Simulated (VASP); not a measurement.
A run of VASP 6.6.1:

INCAR

```
SYSTEM = GaSb2
PREC     = Accurate       ! precision mode
ENCUT    = 520            ! plane-wave cutoff, eV
EDIFF    = 1E-6           ! SCF threshold, eV
ISMEAR   = 0              ! smearing method
SIGMA    = 0.1            ! smearing width, eV
LREAL    = .FALSE.        ! projectors in reciprocal space
LASPH    = .TRUE.         ! aspherical terms in the spheres
NELM     = 100            ! most SCF steps
ALGO     = Normal         ! electronic algorithm
ISIF     = 2              ! what is computed and relaxed
LWAVE    = .FALSE.        ! write WAVECAR
LCHARG   = .FALSE.        ! write CHGCAR
GGA      = PE             ! functional
NBANDS   = 32             ! bands
```

Contents of KPOINTS:

```
regular mesh
0
G
  4 4 2
  0 0 0
```

POSCAR

```
GaSb2
1.0
    4.1030605406      0.0000000000      0.0000000000
    0.0000000000      4.1030605406      0.0000000000
    0.0000000000      0.0000000000      8.6108037533
Ga Sb
2 4
Direct
    0.5000000000      0.0000000000      0.2800000000
    0.0000000000      0.5000000000      0.7200000000
    0.0000000000      0.0000000000      0.0000000000
    0.5000000000      0.5000000000      0.0000000000
    0.5000000000      0.0000000000      0.6400000000
    0.0000000000      0.5000000000      0.3600000000
```

Potentials or basis: VASP PAW PBE potentials, release 64 (Ga_d, Sb).

Command:

```bash
$ cat potpaw_PBE.64/Ga_d/POTCAR potpaw_PBE.64/Sb/POTCAR > POTCAR
$ mpirun -np 1 vasp_std > vasp.out
```

Hardware: 1 thread of Intel Xeon 8259CL, with other jobs on the host.

**Question.** How long does it take, and how much memory?

**Answer.** It took 76 s on 1 thread of Intel Xeon 8259CL, with other jobs on the host, peak memory 0.26 GiB. Counts: scf iterations 12, k points 12.
